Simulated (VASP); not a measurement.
Here is a VASP 6.6.1 calculation.

The input INCAR:

```
SYSTEM = CdTe
  PREC = Accurate
  ENCUT = 520
  EDIFF = 1E-7
  ISMEAR = -1
  SIGMA = 0.05
  LREAL = .False.
  LASPH = .True.
  NELM = 60
  ALGO = Normal
  ISIF = 2
  LWAVE = .False.
  LCHARG = .False.
  GGA = PS
  NBANDS = 16
```

Contents of KPOINTS:

```
Automatic mesh
0
Gamma
  7 7 7
  0 0 0
```

File POSCAR:

```
CdTe
1.0
    0.0000000000      3.2471758892      3.2471758892
    3.2471758892      0.0000000000      3.2471758892
    3.2471758892      3.2471758892      0.0000000000
Te Cd
1 1
Direct
    0.7500000000      0.7500000000      0.7500000000
    0.0000000000      0.0000000000      0.0000000000
```

Potentials or basis: VASP PAW PBE potentials, release 64 (Te, Cd).

Run with:

```bash
$ cat potpaw_PBE.64/Te/POTCAR potpaw_PBE.64/Cd/POTCAR > POTCAR
$ mpirun -np 1 vasp_std > vasp.out
```

(1) Estimate the pressure.

(2) Estimate the band gap on the k mesh.

Answers

(1) 0.1 GPa.

(2) 0.64 eV, direct.

Caveat: the PAW data sets were made with another functional, which shifts forces and pressure a little; spin-orbit coupling is left out, which moves the levels of the heavy elements.
